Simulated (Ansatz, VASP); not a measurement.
## Two plane-wave programs on CsBe3

The input INCAR:

```
SYSTEM = CsBe3
  ALGO = Fast
  EDIFF = 1E-6
  EDIFFG = -0.01
  ENCUT = 600
  GGA = PE
  IBRION = 2
  ISIF = 3
  ISMEAR = 0
  LASPH = .TRUE.
  LCHARG = .FALSE.
  LREAL = .FALSE.
  LWAVE = .FALSE.
  NELM = 60
  NSW = 100
  PREC = Accurate
  SIGMA = 0.1
```

KPOINTS

```
k-points
0
G
  10 10 10
  0 0 0
```

The input POSCAR:

```
CsBe3
1.0
    4.5819976521      0.0000000000      0.0000000000
    0.0000000000      4.5819976521      0.0000000000
    0.0000000000      0.0000000000      4.5819976521
Cs Be
1 3
Direct
    0.0000000000      0.0000000000      0.0000000000
    0.0000000000      0.5000000000      0.5000000000
    0.5000000000      0.0000000000      0.5000000000
    0.5000000000      0.5000000000      0.0000000000
```

Input for Ansatz:

```yaml
crystal:
  lattice:
    - [4.5819976521, 0.0, 0.0]
    - [0.0, 4.5819976521, 0.0]
    - [0.0, 0.0, 4.5819976521]
  atoms:
    - { symbol: Cs, position: [0.0, 0.0, 0.0] }
    - { symbol: Be, position: [0.0, 0.5, 0.5] }
    - { symbol: Be, position: [0.5, 0.0, 0.5] }
    - { symbol: Be, position: [0.5, 0.5, 0.0] }
basis:
  ecutwfc: 420
kpoints:
  mp_grid: { grid: [10, 10, 10] }
hamiltonian:
  xc: pbe
scf:
  occupations: { method: gaussian, width: 0.1 }
output:
  forces: true
  stress: true
  eigenvalues: true
relax:
  adjacent_minimum: "off"
  f_tol: 0.01
  max_steps: 80
  cell: { stress_tol: 0.05 }
```

Alike in both runs: task relaxation of cell and atoms; functional PBE; k mesh 10 × 10 × 10; occupations gaussian, width 0.1 eV; no spin polarisation.

|  | VASP | Ansatz |
| --- | --- | --- |
| version | VASP 6.6.1 | Ansatz 0.2.0 |
| potentials or method | VASP PAW PBE potentials, release 64 (Cs_sv, Be), cutoff 600 eV | scalar-relativistic, plane waves, PAW |
| valence electrons in the cell | 15 | 15 |

|  | VASP | Ansatz | Ansatz less VASP |
| --- | --- | --- | --- |
| gap on the k mesh at the Fermi level, each at its own relaxed structure (eV) | none | none | - |
| relaxed volume (Å³/atom) | 24.85 | 24.85 | +0.006 |
| relaxed length of the cell vector where the two differ most in proportion (Å) | 4.632 | 4.633 | +0.0004 |

A gap of «none» marks a metal or a gap that the smearing closes.

Neither program's run includes spin-orbit coupling.
